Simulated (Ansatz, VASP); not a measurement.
## P: VASP beside Ansatz

The input POSCAR:

```
P
1.0
    1.6477431241     -5.4650377251      0.0000000000
    1.6477431241      5.4650377251      0.0000000000
    0.0000000000      0.0000000000      4.5436355900
P
4
Direct
    0.9041431300      0.0958568700      0.5888151700
    0.0958568700      0.9041431300      0.4111848300
    0.5958568700      0.4041431300      0.0888151700
    0.4041431300      0.5958568700      0.9111848300
```

Contents of INCAR.step1:

```
SYSTEM = P
ALGO = Normal
EDIFF = 1E-5
ENCUT = 520
GGA = PE
ISIF = 2
ISMEAR = -1
LASPH = .TRUE.
LREAL = .FALSE.
LUSENCCL = .FALSE.
LWAVE = .TRUE.
NBANDS = 18
NELM = 80
PREC = Accurate
SIGMA = 0.05
```

The input INCAR.step2:

```
SYSTEM = P
AEXX = 0.1
ALGO = Normal
EDIFF = 1E-7
ENCUT = 520
GGA = PE
HFSCREEN = 0.2078699
ISIF = 2
ISMEAR = -1
ISTART = 1
LASPH = .TRUE.
LCHARG = .TRUE.
LELF = .TRUE.
LHFCALC = .TRUE.
LREAL = .FALSE.
LUSENCCL = .FALSE.
LVHAR = .TRUE.
LWAVE = .FALSE.
NBANDS = 18
NELM = 80
PREC = Accurate
PRECFOCK = Normal
SIGMA = 0.05
```

KPOINTS

```
k-points
0
G
  5 5 4
  0 0 0
```

Contents of input.yaml:

```yaml
crystal:
  lattice:
    - [1.6477431241, -5.4650377251, 0.0]
    - [1.6477431241, 5.4650377251, 0.0]
    - [0.0, 0.0, 4.54363559]
  atoms:
    - { symbol: P, position: [0.90414313, 0.09585687, 0.58881517] }
    - { symbol: P, position: [0.09585687, 0.90414313, 0.41118483] }
    - { symbol: P, position: [0.59585687, 0.40414313, 0.08881517] }
    - { symbol: P, position: [0.40414313, 0.59585687, 0.91118483] }
hamiltonian:
  xc:
    exchange: pbe
    correlation: pbe
    exx: { coeff: 0.1, omega: 0.2078699 }
  pseudopotentials: { kind: paw }
kpoints:
  mp_grid: { grid: [5, 5, 4] }
scf:
  occupations: { method: fermi_dirac, width: 0.05 }
output:
  forces: true
  stress: true
  eigenvalues: true
  write_density: true
  write_potential: true
  elf: true
  volumetric_format: npy
```

Alike in both runs: task single point; functional PBE-based screened hybrid; k mesh 5 × 5 × 4; occupations fermi-dirac, width 0.05 eV; no spin polarisation.

```csv
,VASP,Ansatz
version,VASP 6.6.1,Ansatz 0.2.0
potentials or method,"VASP PAW PBE potentials, release 64 (P)",Ansatz PAW
plane-wave cutoff (eV),520,420
valence electrons in the cell,20,20
```

```tsv
	VASP	Ansatz	Ansatz less VASP
gap on the k mesh at the Fermi level (eV)	0.67	0.66	-0.017
least direct gap on the mesh (eV)	0.67	0.66	-0.017
pressure (GPa)	0.8	1.2	+0.44
traceless stress, the component that is largest in VASP (GPa)	0.45	0.48	+0.028
rms of the force components (eV/Å)	0.102	0.131	+0.0290
```

VASP's potentials were made for PBE, not for PBE-based screened hybrid. Atom by atom the forces differ by 0.038 eV/Å (rms over components). With one functional, cell and mesh, what is left measures potentials, basis and numerics.

Noted on Ansatz's run: odd divisions of the mesh miss points on the zone boundary, where band edges often lie, so the gap on the mesh can be too wide.
